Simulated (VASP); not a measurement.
**Au: relaxation of cell and atoms with PBEsol**

The system is Au.

```
Au
1.0
     0.00000    2.03500    2.03500
     2.03500    0.00000    2.03500
     2.03500    2.03500    0.00000
Au
1
Direct
  0.00000 0.00000 0.00000
```

```yaml
Program: VASP 6.6.1
Task: relaxation of cell and atoms
Functional: PBEsol
Potentials_or_basis: VASP PAW PBE potentials, release 64 (Au)
Cutoff: 500 eV
k_mesh: 20 × 20 × 20
Occupations: gaussian, width 0.05 eV
Spin: no spin polarisation
Dipole_correction: no
Further_INCAR_settings: ALGO = Normal; EDIFF = 1e-07; IBRION = 2; EDIFFG = -0.02; NSW = 60; ISIF = 3
```

```json
{"Relaxed volume": "17.00 Å³/atom", "Relaxed cell": "a = 2.886 Å, b = 2.886 Å, c = 2.886 Å, α = 60.00°, β = 60.00°, γ = 60.00°", "Space group after relaxing (to 0.1 Å)": "Fm-3m (No. 225)", "Energy gained by relaxing": "0.7 meV/atom", "Ionic steps": "3", "Pressure after relaxing": "0.0 GPa", "Band gap on the k mesh": "zero (an odd number of electrons rules out a gap without spin polarisation)"}
```

Step by step:
| step | energy change (eV) | largest force (eV/Å) | pressure (GPa) | volume (Å³) |
| --- | --- | --- | --- | --- |
| 1 | 0.0000 | 0.0000 | 1.50 | 16.85 |
| 2 | 0.0013 | 0.0000 | -2.44 | 17.24 |
| 3 | -0.0007 | 0.0000 | 0.00 | 17.00 |

Final structure:
```yaml
crystal:
  lattice:
    - [0.00000, 2.04069, 2.04069]
    - [2.04069, 0.00000, 2.04069]
    - [2.04069, 2.04069, 0.00000]
  atoms:
    - { symbol: Au, position: [0.00000, 0.00000, 0.00000] }
```

Levels at points of the mesh, in eV from the Fermi level:
```tsv
k point	band 3	band 4	band 5	band 6	band 7	band 8	band 9
(0.00, 0.00, 0.00)	-4.66	-4.66	-3.12	-3.12	14.53	18.54	18.54
(0.50, 0.00, 0.00)	-4.69	-1.91	-1.91	-1.00	3.11	13.97	17.15
(0.50, 0.50, 0.00)	-1.95	-1.59	-1.59	0.98	5.80	10.00	10.00
```

Wall time 110 s on 1 thread of Intel Xeon 8259CL, on a shared host, peak memory 0.18 GiB.

Caveat: the PAW data sets were made with another functional, which shifts forces and pressure a little; spin-orbit coupling is left out, which moves the levels of the heavy elements.
